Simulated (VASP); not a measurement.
Set up this calculation in VASP 6.6.1, as the native input.

```
Task                   : relaxation of cell and atoms
Functional             : PBE
Potentials or basis    : VASP PAW PBE potentials, release 64 (Na_pv, La, Mn_pv, Mo_sv, O)
Cutoff                 : 600 eV
k mesh                 : 5 × 5 × 4
Occupations            : fermi-dirac, width 0.05 eV
Spin                   : collinear spin, ferromagnetic start
Starting moments       : [0.0, 0.0, 0.0, 0.0, 4.0, 4.0, 1.0, 1.0, 0.0, 0.0, 0.0, 0.0, 0.0, 0.0, 0.0, 0.0, 0.0, 0.0, 0.0, 0.0] μB
Further INCAR settings : ALGO = Fast; EDIFF = 1e-06; IBRION = 2; EDIFFG = -0.02; NSW = 60; ISIF = 3
```

The structure of NaLaMnMoO6 lies in POSCAR:

```
NaLaMnMoO6
1.0
    5.5573500000      0.0000000000      0.0005300000
    0.0000000000      5.5979400000      0.0000000000
   -0.0629000000      0.0000000000      8.0246200000
Na La Mn Mo O
2 2 2 2 12
Direct
    0.7500800000      0.5157200000      0.4992400000
    0.2499200000      0.0157200000      0.5007600000
    0.2571500000      0.9589600000      0.9993700000
    0.7428500000      0.4589600000      0.0006300000
    0.2476700000      0.4876200000      0.2560700000
    0.7523300000      0.9876200000      0.7439300000
    0.7555900000      0.9966600000      0.2709000000
    0.2444100000      0.4966600000      0.7291000000
    0.6733500000      0.9783000000      0.4906100000
    0.0340200000      0.8101700000      0.2772600000
    0.9335300000      0.2891000000      0.2802600000
    0.4781700000      0.2096600000      0.1992200000
    0.5443500000      0.7356300000      0.2007900000
    0.8295600000      0.0181800000      0.0039200000
    0.3266500000      0.4783000000      0.5093900000
    0.9659800000      0.3101700000      0.7227400000
    0.0664700000      0.7891000000      0.7197400000
    0.5218300000      0.7096600000      0.8007800000
    0.4556500000      0.2356300000      0.7992100000
    0.1704400000      0.5181800000      0.9960800000
```

The input as run:

INCAR

```
SYSTEM = NaLaMnMoO6
ALGO = Fast
EDIFF = 1E-6
EDIFFG = -0.02
ENCUT = 600
GGA = PE
IBRION = 2
ISIF = 3
ISMEAR = -1
ISPIN = 2
KPAR = 4
LASPH = .True.
LCHARG = .False.
LMAXMIX = 6
LORBIT = 11
LREAL = .False.
LWAVE = .False.
MAGMOM = 0 0 0 0 4 4 1 1 0 0 0 0 0 0 0 0 0 0 0 0
NELM = 100
NSW = 60
PREC = Accurate
SIGMA = 0.05
```

KPOINTS

```
k-points
0
Gamma
  5 5 4
  0 0 0
```

Potentials or basis: VASP PAW PBE potentials, release 64 (Na_pv, La, Mn_pv, Mo_sv, O).

Command:

```console
$ cat potpaw_PBE.64/Na_pv/POTCAR potpaw_PBE.64/La/POTCAR potpaw_PBE.64/Mn_pv/POTCAR potpaw_PBE.64/Mo_sv/POTCAR potpaw_PBE.64/O/POTCAR > POTCAR
$ mpirun -np 4 vasp_std > vasp.out
```

Results of the run:

- Relaxed volume: 12.47 Å³/atom
- Relaxed cell: a = 5.555 Å, b = 5.596 Å, c = 8.020 Å, α = 90.00°, β = 90.43°, γ = 90.00°
- Space group after relaxing (to 0.1 Å): P2_1 (No. 4)
- Energy gained by relaxing: 0.2 meV/atom
- Ionic steps: 7
- Pressure after relaxing: 0.0 GPa
- Largest force after relaxing: 0.019 eV/Å
- Band gap on the k mesh: 0.12 eV (least direct gap 0.16 eV)
- Net moment: 9.97 μB per cell
- Site moments: Na -0.00; La +0.01; Mn +4.18; Mo +0.35; O +0.02, +0.03, +0.05 (each value once) μB
- Valence electrons inside the program's atomic spheres: Na 6.02; La 8.53; Mn 11.35; Mo 12.37; O 5.03, 5.02 (each value once)

Caveat: spin-orbit coupling is left out, which moves the levels of the heavy elements; an odd mesh through Γ misses points on the zone boundary, where band edges can lie; only a ferromagnetic start was run, and an antiferromagnetic order may lie lower in energy.

Run time: 110 min on 4 MPI ranks on Intel(R) Xeon(R) Platinum 8488C (Sapphire Rapids), with other jobs on the host, peak memory 1.6 GiB a rank.
